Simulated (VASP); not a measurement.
A run of VASP 6.6.1:

Contents of POSCAR:

```
ZnSiP2
1.0
   -2.6332247129      2.6332247129      5.1289453794
    2.6332247129     -2.6332247129      5.1289453794
    2.6332247129      2.6332247129     -5.1289453794
Zn Si P
2 2 4
Direct
    0.0000000000      0.0000000000      0.0000000000
    0.7500000000      0.2500000000      0.5000000000
    0.5000000000      0.5000000000      0.0000000000
    0.2500000000      0.7500000000      0.5000000000
    0.3750000000      0.3907941901      0.5157941901
    0.8750000000      0.8592058099      0.4842058099
    0.6092058099      0.1250000000      0.9842058099
    0.1407941901      0.6250000000      0.0157941901
```

File INCAR.step1:

```
SYSTEM = ZnSiP2
PREC     = Accurate       ! precision mode
ENCUT    = 550            ! plane-wave cutoff, eV
ISMEAR   = 0              ! smearing method
SIGMA    = 0.02           ! smearing width, eV
LREAL    = .FALSE.        ! projectors in reciprocal space
LASPH    = .TRUE.         ! aspherical terms in the spheres
NELM     = 120            ! most SCF steps
GGA      = PE             ! functional
ALGO     = Normal         ! electronic algorithm
EDIFF    = 1E-5           ! SCF threshold, eV
LWAVE    = .TRUE.         ! write WAVECAR
LCHARG   = .FALSE.        ! write CHGCAR
GGA_COMPAT= .FALSE.      
IBRION   = 2              ! ionic algorithm
ISIF     = 3              ! what is computed and relaxed
EDIFFG   = -0.005         ! ionic threshold
NELMIN   = 4            
NSW      = 100            ! ionic steps
KPAR     = 4
```

INCAR.step2

```
SYSTEM = ZnSiP2
PREC     = Accurate       ! precision mode
ENCUT    = 550            ! plane-wave cutoff, eV
EDIFF    = 1E-7           ! SCF threshold, eV
ISMEAR   = 0              ! smearing method
SIGMA    = 0.02           ! smearing width, eV
LREAL    = .FALSE.        ! projectors in reciprocal space
LASPH    = .TRUE.         ! aspherical terms in the spheres
NELM     = 120            ! most SCF steps
ALGO     = Normal         ! electronic algorithm
ISIF     = 4              ! what is computed and relaxed
LWAVE    = .FALSE.        ! write WAVECAR
LCHARG   = .FALSE.        ! write CHGCAR
METAGGA  = R2SCAN         ! meta-GGA
LMIXTAU  = .TRUE.       
IBRION   = 2              ! ionic algorithm
NSW      = 50             ! ionic steps
EDIFFG   = -0.01          ! ionic threshold
ISTART   = 1            
GGA_COMPAT= .FALSE.      
NELMIN   = 4            
KPAR     = 4
```

KPOINTS

```
Automatic mesh
0
G
  8 8 8
  0 0 0
```

Potentials or basis: VASP PAW PBE potentials, release 64 (Zn, Si, P).

The run is started by

```bash
$ cat potpaw_PBE.64/Zn/POTCAR potpaw_PBE.64/Si/POTCAR potpaw_PBE.64/P/POTCAR > POTCAR
$ cp INCAR.step1 INCAR
$ mpirun -np 4 vasp_std > vasp.out
$ cp INCAR.step2 INCAR
$ mpirun -np 4 vasp_std > vasp.out
```

Hardware: 4 MPI ranks on Intel(R) Xeon(R) 6975P-C (Granite Rapids) (shared host).

Problem. Estimate the wall time of this run.

Solution. Run time: 9.8 min on 4 MPI ranks on Intel(R) Xeon(R) 6975P-C (Granite Rapids) (shared host), peak memory 0.54 GiB a rank. Counts: k points 59, ion steps 2.
